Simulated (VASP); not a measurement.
The system is HfMoC2.

```
Hf Mo C
1.0
     3.19142    0.00000    0.00000
     0.00000    3.19142    0.00000
     0.00000    0.00000    4.48516
Hf Mo C
1 1 2
Cartesian
  0.0000 0.0000 0.0000
  1.5957 1.5957 2.2426
  1.5957 1.5957 0.0000
  0.0000 0.0000 2.2426
```

Base run:

```yaml
Program: VASP 6.6.1
Functional: r2SCAN
Potentials_or_basis: VASP PAW PBE potentials, release 64 (Hf_pv, Mo_sv, C)
Cutoff: 520 eV
k_mesh: 8 × 8 × 6
Occupations: fermi-dirac, width 0.05 eV
Spin: no spin polarisation
Hubbard_terms: Hf d U = 2.0 eV, Mo d U = 2.0 eV
```

Its results: band gap on the k mesh zero (bands 16 and 17 overlap by 2.35 eV); pressure 2.4 GPa.

**Question.** After a change of settings the same cell gave: band gap on the k mesh zero (bands 16 and 17 overlap by 2.46 eV); pressure 8.5 GPa. Which change was it?
A. hubbard terms from Hf d U = 2.0 eV, Mo d U = 2.0 eV to Hf d U = 3.0 eV, Mo d U = 3.0 eV; further incar settings from ALGO = Normal; EDIFF = 1e-06; NBANDS = 24 to ALGO = Normal; EDIFF = 1e-07; NBANDS = 24
B. hubbard terms from Hf d U = 2.0 eV, Mo d U = 2.0 eV to Hf d U = 4.0 eV, Mo d U = 4.0 eV
C. hubbard terms from Hf d U = 2.0 eV, Mo d U = 2.0 eV to Hf d U = 6.0 eV, Mo d U = 6.0 eV

**Answer.** B.

Caveats: the PAW data sets were made with another functional, which shifts forces and pressure a little; spin-orbit coupling is left out, which moves the levels of the heavy elements; U without spin polarisation on a metal has little footing; the U is typed as a test and isn't derived for this compound; the cell stands under pressure (at least some runs).
